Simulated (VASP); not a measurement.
Runs of VASP 6.6.1 on P. The structure is that of space group Pm-3m (No. 221), or close to it. The cells are those of the table. 

```csv
cell,gap on the mesh (eV),pressure (GPa)
"a = 4.273, b = 4.273, c = 4.269 Å, 1 atom",none,(a)
"a = 4.487, b = 4.487, c = 4.378 Å, 1 atom",none,(b)
"a = 4.273, b = 4.273, c = 4.159 Å, 1 atom",none,-4.3
"a = 4.059, b = 4.059, c = 4.159 Å, 1 atom",none,-5.4
"a = 4.166, b = 4.166, c = 4.159 Å, 1 atom",none,-4.8
```

Alike in all rows: task single point; level PBEsol; potentials or basis VASP PAW PBE potentials, release 64 (P); no spin polarisation; k mesh 12 × 12 × 12; cutoff (eV) 520; smearing gaussian 0.15 eV.

Task: Fill in the values left out.

Result: (a) -4.1; (b) -3.1.

Caveats: the PAW data sets were made with another functional, which shifts forces and pressure a little.

A gap of «none» marks levels without a gap at the run's occupations.
